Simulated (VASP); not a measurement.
A run of VASP 6.6.1 is set up as follows.

Contents of INCAR:

```
PREC = Accurate ; ENCUT = 600
EDIFF = 1E-6 ; ISMEAR = -1
SIGMA = 0.15 ; LREAL = False
LASPH = True ; NELM = 100
ALGO = Normal ; ISIF = 4
LWAVE = False ; LCHARG = False
GGA = PS ; IBRION = 2
NSW = 80 ; EDIFFG = -0.001
```

File KPOINTS:

```
regular mesh
0
Gamma
  6 6 6
```

File POSCAR:

```
Sn3O
1.0
    5.7359160900      0.0000000000      0.0000000000
   -2.8679580450      4.9674490479      0.0000000000
    0.0000000000      0.0000000000      5.9576879301
Sn O
6 2
Direct
    0.3298385516      0.0000000000      0.0000000000
    0.3298385516      0.3298385516      0.5000000000
    0.0000000000      0.3298385516      0.0000000000
    0.6701614484      0.0000000000      0.5000000000
    0.6701614484      0.6701614484      0.0000000000
    0.0000000000      0.6701614484      0.5000000000
    0.3333333333      0.6666666667      0.2500000000
    0.6666666667      0.3333333333      0.7500000000
```

Potentials or basis: VASP PAW PBE potentials, release 64 (Sn_d, O).

Command:

```console
$ cat potpaw_PBE.64/Sn_d/POTCAR potpaw_PBE.64/O/POTCAR > POTCAR
$ mpirun -np 1 vasp_std > vasp.out
```

(1) Estimate the band gap on the k mesh.

Results:

(1) zero (bands 48 and 49 overlap by 1.39 eV).

Caveat: spin-orbit coupling is left out, which moves the levels of the heavy elements.
